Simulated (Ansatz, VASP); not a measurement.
## Ag2HCl2 in VASP and in Ansatz

Contents of INCAR:

```
SYSTEM = Ag2HCl2
PREC = Accurate
ENCUT = 520
EDIFF = 1E-7
ISMEAR = 0
SIGMA = 0.05
LREAL = .False.
LASPH = .True.
NELM = 150
ALGO = Normal
ISIF = 2
LWAVE = .False.
LCHARG = .False.
ISPIN = 2
MAGMOM = 0 0 0 0 1
LORBIT = 11
LMAXMIX = 4
LDIPOL = .True.
IDIPOL = 3
DIPOL = 0.5 0.5 0.315
GGA = PE
IVDW = 12
NBANDS = 30
```

The input KPOINTS:

```
Automatic mesh
0
Gamma
  7 7 1
  0 0 0
```

The input POSCAR:

```
Ag2HCl2
1.0
    3.8966246593      0.0000000000      0.0000000000
    0.0000000000      3.8966246593      0.0000000000
    0.0000000000      0.0000000000     20.1478735173
Ag Cl H
2 2 1
Direct
    0.0000000000      0.0000000000      0.1985321179
    0.5000000000      0.5000000000      0.3337564577
    0.5000000000      0.5000000000      0.1985321179
    0.0000000000      0.0000000000      0.3398807081
    0.0000000000      0.1250000000      0.5036697053
```

Input for Ansatz:

```yaml
crystal:
  lattice:
    - [3.8966246593, 0.0, 0.0]
    - [0.0, 3.8966246593, 0.0]
    - [0.0, 0.0, 20.1478735173]
  atoms:
    - { symbol: Ag, position: [0.0, 0.0, 0.1985321179] }
    - { symbol: Cl, position: [0.5, 0.5, 0.1985321179] }
    - { symbol: Ag, position: [0.5, 0.5, 0.3337564577] }
    - { symbol: Cl, position: [0.0, 0.0, 0.3398807081] }
    - { symbol: H, position: [0.0, 0.125, 0.5036697053], spin: 1.0 }
basis:
  ecutwfc: 420
kpoints:
  mp_grid: { grid: [7, 7, 1] }
hamiltonian:
  xc: pbe
  dispersion: d3bj
scf:
  occupations: { method: gaussian, width: 0.05 }
output:
  forces: true
  eigenvalues: true
  populations: true
magnetization:
  spin_polarized: true
efield:
  axis: 3
  dipole_correction: true
  ramp_width: 0.04
```

Alike in both runs: task single point; functional PBE; dispersion D3(BJ); k mesh 7 × 7 × 1; occupations gaussian, width 0.05 eV; collinear spin.

|  | VASP | Ansatz |
| --- | --- | --- |
| version | VASP 6.6.1 | Ansatz 0.2.0 |
| potentials or method | VASP PAW PBE potentials, release 64 (Ag, Cl, H), cutoff 520 eV | scalar-relativistic, plane waves, PAW |
| valence electrons in the cell | 37 | 53 |

```csv
,VASP,Ansatz,Ansatz less VASP
gap on the k mesh at the Fermi level (eV),1.12,1.12,+0.005
least direct gap on the mesh (eV),2.54,2.55,+0.003
rms of the force components (eV/Å),0.096,0.095,-0.0006
net moment per atom (μB),0.20,0.20,0.000
size of the moment on the site where the two differ most (μB),0.38,0.91,+0.528
```

Site moments also hang on the region over which each program counts them. VASP's potentials hold 37 valence electrons a cell and Ansatz's 53, so a difference there can come from the potentials and not from the codes.
